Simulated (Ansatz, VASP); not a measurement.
# BeCd3S4 in VASP and in Ansatz

INCAR

```
ALGO = Normal ; EDIFF = 1E-7
EDIFFG = -0.08 ; ENCUT = 630
GGA = PE ; GGA_COMPAT = False
IBRION = 2 ; ISIF = 3
ISMEAR = 0 ; LASPH = True
LCHARG = False ; LREAL = False
LWAVE = False ; NELM = 120
NELMIN = 4 ; NSW = 36
PREC = Accurate ; SIGMA = 0.15
```

The input KPOINTS:

```
k-points
0
Gamma
  3 3 1
```

The input POSCAR:

```
BeCd3S4
1.0
    3.8800000000      0.0000000000      0.0000000000
    0.0000000000      3.8800000000      0.0000000000
    0.0000000000      0.0000000000     11.0000000000
Be Cd S
1 3 4
Direct
    0.0000000000      0.0000000000      0.0000000000
    0.0000000000      0.0000000000      0.5000000000
    0.5000000000      0.5000000000      0.2350000000
    0.5000000000      0.5000000000      0.7650000000
    0.0000000000      0.5000000000      0.0900000000
    0.5000000000      0.0000000000      0.9100000000
    0.0000000000      0.5000000000      0.6300000000
    0.5000000000      0.0000000000      0.3700000000
```

Input for Ansatz:

```yaml
crystal:
  lattice:
    - [3.88, 0.0, 0.0]
    - [0.0, 3.88, 0.0]
    - [0.0, 0.0, 11.0]
  atoms:
    - { symbol: Be, position: [0.0, 0.0, 0.0] }
    - { symbol: Cd, position: [0.0, 0.0, 0.5] }
    - { symbol: Cd, position: [0.5, 0.5, 0.235] }
    - { symbol: Cd, position: [0.5, 0.5, 0.765] }
    - { symbol: S, position: [0.0, 0.5, 0.09] }
    - { symbol: S, position: [0.5, 0.0, 0.91] }
    - { symbol: S, position: [0.0, 0.5, 0.63] }
    - { symbol: S, position: [0.5, 0.0, 0.37] }
basis:
  ecutwfc: 420
kpoints:
  mp_grid: { grid: [3, 3, 1] }
hamiltonian:
  xc: pbe
scf:
  occupations: { method: gaussian, width: 0.15 }
  lower_state_search: "off"
output:
  forces: true
  stress: true
  eigenvalues: true
relax:
  adjacent_minimum: "off"
  f_tol: 0.08
  max_steps: 16
  cell: { stress_tol: 0.8 }
```

Alike in both runs: task relaxation of cell and atoms; functional PBE; k mesh 3 × 3 × 1; occupations gaussian, width 0.15 eV; no spin polarisation.

```csv
,VASP,Ansatz
version,VASP 6.6.1,Ansatz 0.2.0
potentials or method,"VASP PAW PBE potentials, release 64 (Be, Cd_sv_GW, S), cutoff 630 eV","scalar-relativistic, plane waves, PAW"
valence electrons in the cell,86,86
```

Ansatz gave:

| Property | Result |
| --- | --- |
| gap on the k mesh at the Fermi level, each at its own relaxed structure (eV) | 1.43 |
| relaxed volume (Å³/atom) | 22.74 |
| relaxed length of the cell vector where the two differ most in proportion (Å) | 3.974 |

Task: Which values does VASP return?

Result: gap on the k mesh at the Fermi level, each at its own relaxed structure (eV): 1.44; relaxed volume (Å³/atom): 22.57; relaxed length of the cell vector where the two differ most in proportion (Å): 3.958.

The k mesh is coarse, so the values compare programs but aren't converged.
